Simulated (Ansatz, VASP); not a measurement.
# One calculation of TiN, two programs

The input INCAR:

```
ALGO = Normal
EDIFF = 1E-7
ENCUT = 520
GGA = PE
ISIF = 2
ISMEAR = 0
LASPH = T
LCHARG = F
LREAL = F
LWAVE = F
NBANDS = 16
NELM = 60
PREC = Accurate
SIGMA = 0.1
```

KPOINTS

```
k-points
0
Gamma
  18 18 18
```

Contents of POSCAR:

```
TiN
1.0
    0.0000000000      2.0800192089      2.0800192089
    2.0800192089      0.0000000000      2.0800192089
    2.0800192089      2.0800192089      0.0000000000
Ti N
1 1
Direct
    0.0000000000      0.0000000000      0.0000000000
    0.5000000000      0.5000000000      0.5000000000
```

Input for Ansatz:

```yaml
crystal:
  lattice:
    - [0.0, 2.0800192085, 2.0800192085]
    - [2.0800192085, 0.0, 2.0800192085]
    - [2.0800192085, 2.0800192085, 0.0]
  atoms:
    - { symbol: Ti, position: [0.0, 0.0, 0.0] }
    - { symbol: "N", position: [0.5, 0.5, 0.5] }
basis:
  ecutwfc: 420
kpoints:
  mp_grid: { grid: [18, 18, 18] }
hamiltonian:
  xc: pbe
scf:
  occupations: { method: gaussian, width: 0.1 }
output:
  forces: true
  stress: true
  eigenvalues: true
```

Alike in both runs: task single point; functional PBE; k mesh 18 × 18 × 18; occupations gaussian, width 0.1 eV; no spin polarisation.

|  | VASP | Ansatz |
| --- | --- | --- |
| version | VASP 6.6.1 | Ansatz 0.2.0 |
| potentials or method | VASP PAW PBE potentials, release 64 (Ti_sv, N), cutoff 520 eV | scalar-relativistic, plane waves, PAW |
| valence electrons in the cell | 17 | 17 |

Ansatz gave:

- gap on the k mesh at the Fermi level (eV): none
- pressure (GPa): 19.6

Question: Which values does VASP return?

Answer: gap on the k mesh at the Fermi level (eV): none; pressure (GPa): 20.1.

A gap of «none» marks a metal or a gap that the smearing closes. The functional is the same, so the differences come from potentials, cutoffs and numerics.
